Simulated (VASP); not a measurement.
Write the native input for VASP 6.6.1 that does the following.

* Task: single point
* Functional: r2SCAN
* Potentials or basis: VASP PAW PBE potentials, release 64 (In_d)
* Cutoff: 520 eV
* k mesh: 12 × 12 × 12
* Occupations: fermi-dirac, width 0.1 eV
* Spin: no spin polarisation
* Dipole correction: no
* Further INCAR settings: ALGO = Normal; EDIFF = 1e-06; NBANDS = 12

Crystal: In.

```
In
1.0
     0.00000    2.42679    2.42679
     2.42679    0.00000    2.42679
     2.42679    2.42679    0.00000
In
1
Direct
  0.00000 0.00000 0.00000
```

The input as run:

POSCAR

```
In
1.0
    0.0000000000      2.4267949205      2.4267949205
    2.4267949205      0.0000000000      2.4267949205
    2.4267949205      2.4267949205      0.0000000000
In
1
Direct
    0.0000000000      0.0000000000      0.0000000000
```

INCAR.step1

```
PREC = Accurate
ENCUT = 520
ISMEAR = -1
SIGMA = 0.1
LREAL = F
LASPH = T
NELM = 80
NBANDS = 12
GGA = PE
ALGO = Normal
EDIFF = 1E-4
LWAVE = T
LCHARG = F
```

INCAR.step2

```
PREC = Accurate
ENCUT = 520
EDIFF = 1E-6
ISMEAR = -1
SIGMA = 0.1
LREAL = F
LASPH = T
NELM = 80
ALGO = Normal
ISIF = 2
LWAVE = F
LCHARG = T
METAGGA = R2SCAN
LMIXTAU = T
LELF = T
LVHAR = T
NBANDS = 12
ISTART = 1
```

KPOINTS

```
Automatic mesh
0
Gamma
  12 12 12
```

Potentials or basis: VASP PAW PBE potentials, release 64 (In_d).

Launch:

```sh
$ cat potpaw_PBE.64/In_d/POTCAR > POTCAR
$ cp INCAR.step1 INCAR
$ mpirun -np 1 vasp_std > vasp.out
$ cp INCAR.step2 INCAR
$ mpirun -np 1 vasp_std > vasp.out
```

It gave:

```
Pressure : -2.9 GPa
```

Caveat: the PAW data sets were made with another functional, which shifts forces and pressure a little.

It took 3.1 min on 1 thread of AMD EPYC 7R43 64-Core Processor (Zen 3), on a shared host, peak memory 0.13 GiB.
